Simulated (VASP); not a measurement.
Wanted: the native input for a VASP 6.6.1 run.

- Task: single point
- Functional: LDA
- Potentials or basis: VASP PAW LDA potentials, release 64 (Al, N)
- Cutoff: 520 eV
- k mesh: 9 × 9 × 6
- Occupations: gaussian, width 0.05 eV
- Spin: no spin polarisation
- Dipole correction: no
- Further INCAR settings: ALGO = Normal; EDIFF = 1e-07; NBANDS = 16

The structure of AlN lies in POSCAR:

```
AlN
1.0
    3.3512254781      0.0000000000      0.0000000000
   -1.6756127390      2.9022463978      0.0000000000
    0.0000000000      0.0000000000      4.2899103548
Al N
2 2
Direct
    0.3333333333      0.6666666667      0.0000000000
    0.6666666667      0.3333333333      0.5000000000
    0.3333333333      0.6666666667      0.3850000000
    0.6666666667      0.3333333333      0.8850000000
```

This cell differs from its parent crystal: ratio of the length along z to the lengths across it x 0.8, volume and fractional coordinates fixed.

These files were run (other wordings do the same):

INCAR

```
SYSTEM = AlN
PREC     = Accurate       ! precision mode
ENCUT    = 520            ! plane-wave cutoff, eV
EDIFF    = 1E-7           ! SCF threshold, eV
ISMEAR   = 0              ! smearing method
SIGMA    = 0.05           ! smearing width, eV
LREAL    = .False.        ! projectors in reciprocal space
LASPH    = .True.         ! aspherical terms in the spheres
NELM     = 60             ! most SCF steps
ALGO     = Normal         ! electronic algorithm
ISIF     = 2              ! what is computed and relaxed
LWAVE    = .False.        ! write WAVECAR
LCHARG   = .False.        ! write CHGCAR
GGA      = CA             ! functional
NBANDS   = 16             ! bands
```

KPOINTS

```
Automatic mesh
0
Gamma
  9 9 6
  0 0 0
```

Potentials or basis: VASP PAW LDA potentials, release 64 (Al, N).

Run with:

```console
$ cat potpaw_LDA.64/Al/POTCAR potpaw_LDA.64/N/POTCAR > POTCAR
$ mpirun -np 1 vasp_std > vasp.out
```

Results of the run:

```yaml
Pressure: 7.0 GPa
Largest_force: 5.404 eV/Å
Band_gap_on_the_k_mesh: 3.74 eV, direct
```

Caveat: forces of over 1 eV/Å act on the atoms, so gaps and moduli don't describe the material at rest.

Wall time 25 s on 1 thread of Intel Xeon 6975P-C (shared host), peak memory 0.15 GiB.
